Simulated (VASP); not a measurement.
# Si in VASP: relaxation of the atoms with PBEsol

Aim: the relaxation of the atoms of Si with PBEsol.

All numbers are computed with VASP 6.6.1; they aren't measurements. Logs are shortened: lines on timing, memory, paths and dates and some standing lists are left out, and cuts for length are marked.

## 1. The cell of the first run

The cell holds a slab with vacuum, 6 atoms: a = 3.825 Å, b = 3.825 Å, c = 24.121 Å, α = 90.00°, β = 90.00°, γ = 120.00°.

## 2. Relaxation of the atoms, PBEsol

Contents of INCAR:

```
ALGO     = Normal         # electronic algorithm
DIPOL    = 0.5 0.5 0.500
EDIFF    = 1E-7           # SCF threshold, eV
EDIFFG   = -0.03          # ionic threshold
ENCUT    = 450            # plane-wave cutoff, eV
GGA      = PS             # functional
GGA_COMPAT= False        
IBRION   = 2              # ionic algorithm
IDIPOL   = 3            
ISIF     = 2              # what is computed and relaxed
ISMEAR   = 0              # smearing method
LASPH    = True           # aspherical terms in the spheres
LCHARG   = False          # write CHGCAR
LDIPOL   = True         
LREAL    = False          # projectors in reciprocal space
LWAVE    = False          # write WAVECAR
NELM     = 120            # most SCF steps
NELMDL   = -8           
NELMIN   = 4            
NSW      = 90             # ionic steps
PREC     = Accurate       # precision mode
SIGMA    = 0.05           # smearing width, eV
```

Contents of KPOINTS:

```
k-points
0
Gamma
  9 9 1
```

Contents of POSCAR:

```
Si
1.0
    3.8248883482      0.0000000000      0.0000000000
   -1.9124441741      3.3124504762      0.0000000000
    0.0000000000      0.0000000000     24.1211317575
Si
6
Selective dynamics
Direct
    0.6666666667      0.3333333333      0.3523881087  F F F
    0.3333333333      0.6666666667      0.3854226636  F F F
    0.3333333333      0.6666666667      0.4834827225  F F F
    0.6666666667      0.3333333333      0.5165172775  T T T
    0.6666666667      0.3333333333      0.6145773364  T T T
    0.3333333333      0.6666666667      0.6476118913  T T T
```

Potentials or basis: VASP PAW PBE potentials, release 64 (Si).

On the command line:

```console
$ cat potpaw_PBE.64/Si/POTCAR > POTCAR
$ mpirun -np 1 vasp_std > vasp.out
```

OUTCAR:

```text
EDIFF = 1E-7
   EDIFFG = -0.03
   ENCUT = 450
   GGA = PS
   IBRION = 2
   ISIF = 2
   ISMEAR = 0
   LASPH = True
   LREAL = False
   NELM = 120
   NELMDL = -8
   NELMIN = 4
   NSW = 90
   PREC = Accurate

 ion  position               nearest neighbor table
   1  0.667  0.333  0.352-   2 2.35   2 2.35   2 2.35
   2  0.333  0.667  0.385-   1 2.35   1 2.35   1 2.35   3 2.37
   3  0.333  0.667  0.483-   4 2.35   4 2.35   4 2.35   2 2.37
   4  0.667  0.333  0.517-   3 2.35   3 2.35   3 2.35   5 2.37
   5  0.667  0.333  0.615-   6 2.35   6 2.35   6 2.35   4 2.37
   6  0.333  0.667  0.648-   5 2.35   5 2.35   5 2.35

  LATTYP: Found a hexagonal cell.
 ALAT       =     3.8248883482
 C/A-ratio  =     6.3063623201

  Lattice vectors:

 A1 = (   3.8248883482,   0.0000000000,   0.0000000000)
 A2 = (  -1.9124441741,   3.3124504762,   0.0000000000)
 A3 = (   0.0000000000,   0.0000000000,  24.1211317575)

Analysis of symmetry for initial positions (statically):
=====================================================================
 Subroutine PRICEL returns:
 Original cell was already a primitive cell.

 Routine SETGRP: Setting up the symmetry group for a
 hexagonal supercell.

 Subroutine GETGRP returns: Found 12 space group operations
 (whereof 12 operations were pure point group operations)
 out of a pool of 24 trial point group operations.

The static configuration has the point symmetry D_3d.

Analysis of symmetry for dynamics (positions and initial velocities):
=====================================================================
 Subroutine PRICEL returns:
 Original cell was already a primitive cell.

 Routine SETGRP: Setting up the symmetry group for a
 hexagonal supercell.

 Subroutine GETGRP returns: Found 12 space group operations
 (whereof 12 operations were pure point group operations)
 out of a pool of 24 trial point group operations.

The dynamic configuration has the point symmetry D_3d.

Analysis of constrained symmetry for selective dynamics:
=====================================================================
 Subroutine PRICEL returns:
 Original cell was already a primitive cell.

 Routine SETGRP: Setting up the symmetry group for a
 hexagonal supercell.

 Subroutine GETGRP returns: Found  6 space group operations
 (whereof  6 operations were pure point group operations)
 out of a pool of 24 trial point group operations.

The constrained configuration has the point symmetry C_3v.

 Subroutine INISYM returns: Found  6 space group operations
 (whereof  6 operations are pure point group operations),
 and found     1 'primitive' translations

----------------------------------------------------------------------------------------

                                     Primitive cell

  volume of cell :     305.6088

  direct lattice vectors                    reciprocal lattice vectors
     3.824888348  0.000000000  0.000000000     0.261445540  0.150945653  0.000000000
    -1.912444174  3.312450476  0.000000000     0.000000000  0.301891306  0.000000000
     0.000000000  0.000000000 24.121131757     0.000000000  0.000000000  0.041457425

  length of vectors
     3.824888348  3.824888348 24.121131757     0.301891306  0.301891306  0.041457425

  position of ions in fractional coordinates (direct lattice)
     0.666666667  0.333333333  0.352388109
     0.333333333  0.666666667  0.385422664
     0.333333333  0.666666667  0.483482722
     0.666666667  0.333333333  0.516517278
     0.666666667  0.333333333  0.614577336
     0.333333333  0.666666667  0.647611891

  ion indices of the primitive-cell ions
   primitive index   ion index
                 1           1
                 2           2
                 3           3
                 4           4
                 5           5
[... 50 lines left out ...]
 SYSTEM =  unknown system
   PREC   = accura    normal or accurate (medium, high low for compatibility)
   ISTART =      0    job   : 0-new  1-cont  2-samecut
   ICHARG =      2    charge: 1-file 2-atom 10-const
   ISPIN  =      1    spin polarized calculation?
   LNONCOLLINEAR =      F non collinear calculations
   LSORBIT =      F    spin-orbit coupling
   LASPH  =      T    aspherical Exc in radial PAW
   ENCUT  =  450.0 eV  33.07 Ry    5.75 a.u.   6.62  6.62 41.72*2*pi/ulx,y,z
   NELM   =    120;   NELMIN=  4; NELMDL= -8     # of ELM steps
   EDIFF  = 0.1E-06   stopping-criterion for ELM
   LREAL  =      F    real-space projection
   EDIFFG = -.3E-01   stopping-criterion for IOM
   NSW    =     90    number of steps for IOM
   IBRION =      2    ionic relax: 0-MD 1-quasi-New 2-CG
   NFREE  =      1    steps in history (QN), initial steepest desc. (CG)
   ISIF   =      2    stress and relaxation
   ISYM   =      2    0-nonsym 1-usesym 2-fastsym
   POTIM  = 0.5000    time-step for ionic-motion
   TEBEG  =    0.0;   TEEND  =   0.0 temperature during run
   PSTRESS=    0.0 pullay stress
   NELECT =      24.0000    total number of electrons
   NUPDOWN=      -1.0000    fix difference up-down
   EMIN   =  10.00;   EMAX   =-10.00  energy-range for DOS
   EFERMI =   0.00;   METHOD = LEGACY
   ISMEAR =     0;   SIGMA  =   0.05  broadening in eV -4-tet -1-fermi 0-gaus
   EFERMI_NEDOS =   21; number of points for ismear=-14 and -15
   IALGO  =     38    algorithm
   IMIX   =      4    mixing-type and parameters
     AMIX     =   0.40;   BMIX     =  1.00
     AMIX_MAG =   1.60;   BMIX_MAG =  1.00
  volume/ion in A,a.u.               =      50.93       343.72
  Fermi-wavevector in a.u.,A,eV,Ry     =   0.701062  1.324816  6.687106  0.491488
  Thomas-Fermi vector in A             =   1.785386
   LORBIT       =      0    0 simple, 1 ext, 2 COOP (PROOUT), +10 PAW based schemes
   GGA     = PS    functional components
   LHFCALC =     F    Hartree Fock is set to
   AEXX    =    0.0000 exact exchange contribution
   IVDW    =     0    specifies the selected vdW correction
   LEPSILON=     F    determine dielectric tensor
   LRPA    =     F    only Hartree local field effects (RPA)
 conjugate gradient relaxation of ions
 non-spin polarized calculation
 Gauss-broadening in eV      SIGMA  =   0.05
  energy-cutoff  :      450.00
  volume of cell :      305.61
 maximum number of plane-waves:      6719
 NGX is ok and might be reduce to    28
   NGX = 13   NGY = 13   NGZ = 83

 dipolmoment           0.000000      0.000000      0.000000 electrons x Angstroem

--------------------------------------- Ionic step        1  -------------------------------------------

 number of electron      23.9999998 magnetization

 Free energy of the ion-electron system (eV)
  ---------------------------------------------------
  ext. energy  EPLUGINS =         0.00000000
  ---------------------------------------------------
  free energy    TOTEN  =       -31.85709038 eV

  energy without entropy =      -31.85460139  energy(sigma->0) =      -31.85584589

------------------------ aborting loop because EDIFF is reached ----------------------------------------

  FORCE on cell =-STRESS in cart. coord.  units (eV):
  Direction    XX          YY          ZZ          XY          YZ          ZX
  --------------------------------------------------------------------------------------
  -------------------------------------------------------------------------------------
  Total       -0.2917221     -0.2917221     -0.8747092      0.0000000      0.0000000      0.0000000
  in kB       -1.5293752     -1.5293752     -4.5857298      0.0000000      0.0000000      0.0000000
  external PRESSURE =      -2.5481600 kB  Pullay stress =       0.0000000 kB
[... 101 lines left out ...]
  FREE ENERGIE OF THE ION-ELECTRON SYSTEM (eV)
  ---------------------------------------------------
  free  energy   TOTEN  =       -31.8847807097 eV

  energy  without entropy=      -31.8797697539  energy(sigma->0) =      -31.88227523

[... ionic steps 4 to 8 ...]

--------------------------------------- Ionic step        9  -------------------------------------------

 number of electron      23.9999998 magnetization

------------------------ aborting loop because EDIFF is reached ----------------------------------------
[... 37 lines left out ...]
 number of electron      23.9999998 magnetization

------------------------ aborting loop because EDIFF is reached ----------------------------------------

 vacuum level on the upper side and lower side of the slab       (xc-potential included)        -0.244        -0.059

  FORCE on cell =-STRESS in cart. coord.  units (eV):
  Direction    XX          YY          ZZ          XY          YZ          ZX
  --------------------------------------------------------------------------------------
  -------------------------------------------------------------------------------------
  Total        0.6621887      0.6621887     -0.2950140      0.0000000     -0.0000000      0.0000000
  in kB        3.4715749      3.4715749     -1.5466334      0.0000000     -0.0000000      0.0000000
  external PRESSURE =       1.7988388 kB  Pullay stress =       0.0000000 kB
[... 27 lines left out ...]
--------------------------------------- Ionic step       11  -------------------------------------------

 number of electron      23.9999998 magnetization

 dipolmoment           0.000000      0.000000     -0.013527 electrons x Angstroem

 Free energy of the ion-electron system (eV)
  ---------------------------------------------------
  ext. energy  EPLUGINS =         0.00000000
  ---------------------------------------------------
  free energy    TOTEN  =       -31.89506854 eV

  energy without entropy =      -31.89236117  energy(sigma->0) =      -31.89371486

 E-fermi :  -0.5673     XC(G=0):  -4.3463

 val. band max:       -0.5785570340   @ k =   0.0000   0.0000   0.0000
 cond. band min:      -0.4709922111   @ k =   0.2222   0.1111   0.0000
 fundamental gap:      0.1075648229
 Fermi energy:        -0.5672702728

 k-point     1 :       0.0000    0.0000    0.0000
  band No.  band energies     occupation
      1     -12.3981      2.00000
      2     -11.5875      2.00000
      3     -10.6424      2.00000
      4      -6.5228      2.00000
      5      -4.2500      2.00000
      6      -1.8026      2.00000
[... 207 lines left out ...]
      5      -7.3237      2.00000
      6      -7.1844      2.00000
[... 8 lines left out ...]
     15       2.7860      0.00000
     16       2.9265      0.00000

------------------------ aborting loop because EDIFF is reached ----------------------------------------

 vacuum level on the upper side and lower side of the slab       (xc-potential included)        -0.107         0.078

  FORCE on cell =-STRESS in cart. coord.  units (eV):
  Direction    XX          YY          ZZ          XY          YZ          ZX
  --------------------------------------------------------------------------------------
  -------------------------------------------------------------------------------------
  Total        0.5799463      0.5799463     -0.2508677      0.0000000      0.0000000     -0.0000000
  in kB        3.0404125      3.0404125     -1.3151929      0.0000000      0.0000000     -0.0000000
  external PRESSURE =       1.5885440 kB  Pullay stress =       0.0000000 kB
[... 21 lines left out ...]
  FREE ENERGIE OF THE ION-ELECTRON SYSTEM (eV)
  ---------------------------------------------------
  free  energy   TOTEN  =       -31.8950685442 eV

  energy  without entropy=      -31.8923611685  energy(sigma->0) =      -31.89371486

 reached required accuracy - stopping structural energy minimisation

 vacuum level on the upper side and lower side of the slab         4.017         4.208
```

Run time: 7.5 min. Hardware: 1 thread of AMD EPYC 7R13 (Zen 3), shared host; peak memory 0.33 GiB.

Results:

```
Free energy               : -31.8951 eV
Energy gained by relaxing : 6.3 meV/atom
Ionic steps               : 11
Band gap on the k mesh    : zero (bands 12 and 13 overlap by 0.09 eV)
```

Step by step:
```
step  energy change (eV)  largest force on free atoms (eV/Å)  pressure (GPa)
   1              0.0000                              0.5894           -0.25
   2             -0.0233                              0.3250           -0.18
   3             -0.0277                              0.1744           -0.12
   4             -0.0307                              0.1236           -0.09
   5             -0.0330                              0.1016           -0.02
   6             -0.0345                              0.0977            0.01
   7             -0.0371                              0.0905            0.09
   8             -0.0344                              0.2331            0.27
   9             -0.0374                              0.0890            0.14
  10             -0.0375                              0.0925            0.18
  11             -0.0380                              0.0088            0.16
```

Final structure:
```
Si
1.0
     3.82489    0.00000    0.00000
    -1.91244    3.31245    0.00000
     0.00000    0.00000   24.12113
Si
6
Cartesian
  1.9124 1.1042 8.5000
  0.0000 2.2083 9.2968
  0.0000 2.2083 11.6621
  1.9124 1.1042 12.4228
  1.9124 1.1042 14.8177
  0.0000 2.2083 15.4900
```

Levels at points of the mesh, in eV from the Fermi level:
```
           k point  band 10  band 11  band 12  band 13  band 14  band 15
(0.00, 0.00, 0.00)    -0.65    -0.01    -0.01     0.80     1.39     2.51
```

Caveat: the PAW data sets were made with another functional, which shifts forces and pressure a little.
